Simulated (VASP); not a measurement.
# Hf (Fm-3m) in VASP: a series of runs, part 2 of 2

VASP 6.6.1. The steps go on from the part before.

### 4 Single point, PBE (volume scaled by 0.6)

Input file INCAR:

```
  PREC = Accurate
  ENCUT = 520
  EDIFF = 1E-6
  ISMEAR = -1
  SIGMA = 0.1
  LREAL = False
  LASPH = True
  NELM = 80
  ALGO = Normal
  ISIF = 2
  LWAVE = False
  LCHARG = True
  GGA = PE
  LELF = True
  LVHAR = True
  NBANDS = 11
```

Input file KPOINTS:

```
Automatic mesh
0
Gamma
  16 16 16
```

Input file POSCAR:

```
Hf
1.0
    0.0000000000      1.8923612212      1.8923612212
    1.8923612212      0.0000000000      1.8923612212
    1.8923612212      1.8923612212      0.0000000000
Hf
1
Direct
    0.0000000000      0.0000000000      0.0000000000
```

Potentials or basis: VASP PAW PBE potentials, release 64 (Hf_pv).

Launch:

```sh
$ cat potpaw_PBE.64/Hf_pv/POTCAR > POTCAR
$ mpirun -np 1 vasp_std > vasp.out
```

OUTCAR:

```text
PREC = Accurate
   ENCUT = 520
   EDIFF = 1E-6
   ISMEAR = -1
   LREAL = False
   LASPH = True
   NELM = 80
   ISIF = 2
   GGA = PE

 ion  position               nearest neighbor table
   1  0.000  0.000  0.000-

  LATTYP: Found a face centered cubic cell.
 ALAT       =     3.7847224424

  Lattice vectors:

 A1 = (   0.0000000000,   1.8923612212,   1.8923612212)
 A2 = (   1.8923612212,   0.0000000000,   1.8923612212)
 A3 = (   1.8923612212,   1.8923612212,   0.0000000000)

Analysis of symmetry for initial positions (statically):
=====================================================================
 Subroutine PRICEL returns:
 Original cell was already a primitive cell.

 Routine SETGRP: Setting up the symmetry group for a
 face centered cubic supercell.

 Subroutine GETGRP returns: Found 48 space group operations
 (whereof 48 operations were pure point group operations)
 out of a pool of 48 trial point group operations.

The static configuration has the point symmetry O_h .

Analysis of symmetry for dynamics (positions and initial velocities):
=====================================================================
 Subroutine PRICEL returns:
 Original cell was already a primitive cell.

 Routine SETGRP: Setting up the symmetry group for a
 face centered cubic supercell.

 Subroutine GETGRP returns: Found 48 space group operations
 (whereof 48 operations were pure point group operations)
 out of a pool of 48 trial point group operations.

The dynamic configuration has the point symmetry O_h .

 Subroutine INISYM returns: Found 48 space group operations
 (whereof 48 operations are pure point group operations),
 and found     1 'primitive' translations

----------------------------------------------------------------------------------------

                                     Primitive cell

[... 111 lines left out ...]
  Thomas-Fermi vector in A             =   2.593488
   LORBIT       =      0    0 simple, 1 ext, 2 COOP (PROOUT), +10 PAW based schemes
   GGA     = PE    functional components
   LHFCALC =     F    Hartree Fock is set to
   AEXX    =    0.0000 exact exchange contribution
   IVDW    =     0    specifies the selected vdW correction
   LEPSILON=     F    determine dielectric tensor
   LRPA    =     F    only Hartree local field effects (RPA)
 non-spin polarized calculation
  energy-cutoff  :      520.00
  volume of cell :       13.55
 maximum number of plane-waves:       380
   NGX =  9   NGY =  9   NGZ =  9

 number of electron      10.0000000 magnetization

 Free energy of the ion-electron system (eV)
  ---------------------------------------------------
  ext. energy  EPLUGINS =         0.00000000
  ---------------------------------------------------
  free energy    TOTEN  =        -7.55547254 eV

  energy without entropy =       -7.53434996  energy(sigma->0) =       -7.54491125

 E-fermi :   8.8958     XC(G=0): -13.8031

 val. band max:        8.8529800102   @ k =   0.5000   0.2500   0.1250
 cond. band min:       8.9337816987   @ k =   0.1875   0.0000   0.0000
 fundamental gap:      0.0808016886
 Fermi energy:         8.8957683465

 k-point     1 :       0.0000    0.0000    0.0000
  band No.  band energies     occupation
      1     -19.3197      2.00000
      2     -19.3197      2.00000
      3     -19.3197      2.00000
      4       0.5178      2.00000
      5      10.1526      0.00001
      6      10.1526      0.00001
      7      10.1526      0.00001
      8      15.2654      0.00000
      9      15.2654      0.00000
     10      21.9725      0.00000
     11      23.2886      0.00000
[... 309 lines left out ...]
 k-point    24 :      -0.0625    0.0625    0.0000
  band No.  band energies     occupation
      1     -19.7280      2.00000
      2     -19.4283      2.00000
      3     -19.3399      2.00000
      4       1.2198      2.00000
      5       9.5279      0.00359
      6      10.4338      0.00000
      7      10.5361      0.00000
      8      14.5037      0.00000
      9      15.1877      0.00000
     10      23.2876      0.00000
     11      23.3513      0.00000

 [... further k-points ...]

------------------------ aborting loop because EDIFF is reached ----------------------------------------

  FORCE on cell =-STRESS in cart. coord.  units (eV):
  Direction    XX          YY          ZZ          XY          YZ          ZX
  --------------------------------------------------------------------------------------
  -------------------------------------------------------------------------------------
  Total       10.3190735     10.3190735     10.3190735      0.0000000     -0.0000000      0.0000000
  in kB     1219.8577080   1219.8577080   1219.8577080      0.0000000     -0.0000000      0.0000000
  external PRESSURE =    1219.8577080 kB  Pullay stress =       0.0000000 kB

 VOLUME and BASIS-vectors are now :
 -----------------------------------------------------------------------------
  energy-cutoff  :      520.00
  volume of cell :       13.55
      direct lattice vectors                 reciprocal lattice vectors
     0.000000000  1.892361221  1.892361221    -0.264220168  0.264220168  0.264220168
     1.892361221  0.000000000  1.892361221     0.264220168 -0.264220168  0.264220168
     1.892361221  1.892361221  0.000000000     0.264220168  0.264220168 -0.264220168

 POSITION                                       TOTAL-FORCE (eV/Angst)
 -----------------------------------------------------------------------------------
      0.00000      0.00000      0.00000         0.000000      0.000000      0.000000
 -----------------------------------------------------------------------------------
    total drift:                                0.000000      0.000000     -0.000000

  FREE ENERGIE OF THE ION-ELECTRON SYSTEM (eV)
  ---------------------------------------------------
  free  energy   TOTEN  =        -7.5554725397 eV

  energy  without entropy=       -7.5343499564  energy(sigma->0) =       -7.54491125
```

stdout:

```text
POSCAR found type information on POSCAR Hf
 POSCAR found :  1 types and       1 ions
 scaLAPACK will be used
 LDA part: xc-table for (Slater+PW92), standard interpolation
 POSCAR, INCAR and KPOINTS ok, starting setup
 FFT: planning ... GRIDC
 FFT: planning ... GRID_SOFT
 FFT: planning ... GRID
 WAVECAR not read
 entering main loop
```

Run time: 9 s. Hardware: 1 thread of Intel Xeon Platinum 8559C (Emerald Rapids), shared host; peak memory 0.14 GiB.

Results:

```
Free energy            : -7.5555 eV
Pressure               : 122.0 GPa
Band gap on the k mesh : zero (band 5 reaches 10.15 eV, above the bottom of band 6 at 7.83 eV)
```

Levels at points of the mesh, in eV from the Fermi level:
```
           k point  band 3  band 4  band 5  band 6  band 7  band 8
(0.00, 0.00, 0.00)  -28.22   -8.38    1.26    1.26    1.26    6.37
(0.50, 0.00, 0.00)  -28.67   -5.42    0.76    0.76    3.80   10.44
(0.50, 0.50, 0.00)  -29.50   -6.15   -4.76    7.27   10.53   11.75
```

Caveat: spin-orbit coupling is left out, which moves the levels of the heavy elements.
